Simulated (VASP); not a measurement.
Here is a VASP 6.6.1 calculation.

The input INCAR:

```
PREC     = Accurate       # precision mode
ENCUT    = 600            # plane-wave cutoff, eV
EDIFF    = 1E-7           # SCF threshold, eV
ISMEAR   = 0              # smearing method
SIGMA    = 0.1            # smearing width, eV
LREAL    = F              # projectors in reciprocal space
LASPH    = T              # aspherical terms in the spheres
NELM     = 100            # most SCF steps
ALGO     = Normal         # electronic algorithm
ISIF     = 3              # what is computed and relaxed
LWAVE    = F              # write WAVECAR
LCHARG   = F              # write CHGCAR
GGA      = PS             # functional
IBRION   = 2              # ionic algorithm
NSW      = 100            # ionic steps
EDIFFG   = -0.005         # ionic threshold
```

Contents of KPOINTS:

```
regular mesh
0
Gamma
  12 12 12
```

The input POSCAR:

```
InAs
1.0
    0.0000000000      3.0240000000      3.0240000000
    3.0240000000      0.0000000000      3.0240000000
    3.0240000000      3.0240000000      0.0000000000
In As
1 1
Direct
    0.0000000000      0.0000000000      0.0000000000
    0.7500000000      0.7500000000      0.7500000000
```

Potentials or basis: VASP PAW PBE potentials, release 64 (In_d, As).

The run is started by

```console
$ cat potpaw_PBE.64/In_d/POTCAR potpaw_PBE.64/As/POTCAR > POTCAR
$ mpirun -np 1 vasp_std > vasp.out
```

Task: Predict the relaxed cell.

Result: a = 4.307 Å, b = 4.307 Å, c = 4.307 Å, α = 60.00°, β = 60.00°, γ = 60.00°.

Task: Predict the space group after relaxing (to 0.1 Å).

Result: F-43m (No. 216).

Task: Predict the relaxed volume.

Result: 28.24 Å³/atom.

Task: Predict the band gap on the k mesh.

Result: Zero (filled and empty bands touch).

The path:
| step | energy change (eV) | largest force (eV/Å) | pressure (GPa) | volume (Å³) |
| --- | --- | --- | --- | --- |
| 1 | 0.0000 | 0.0000 | 1.25 | 55.31 |
| 2 | -0.0036 | 0.0000 | -0.55 | 57.05 |
| 3 | -0.0045 | 0.0000 | 0.01 | 56.49 |

Caveat: semilocal functionals underestimate gaps, so a narrow gap can read as zero; the PAW data sets were made with another functional, which shifts forces and pressure a little; spin-orbit coupling is left out, which moves the levels of the heavy elements. Zero-point motion and thermal expansion aren't in these numbers.
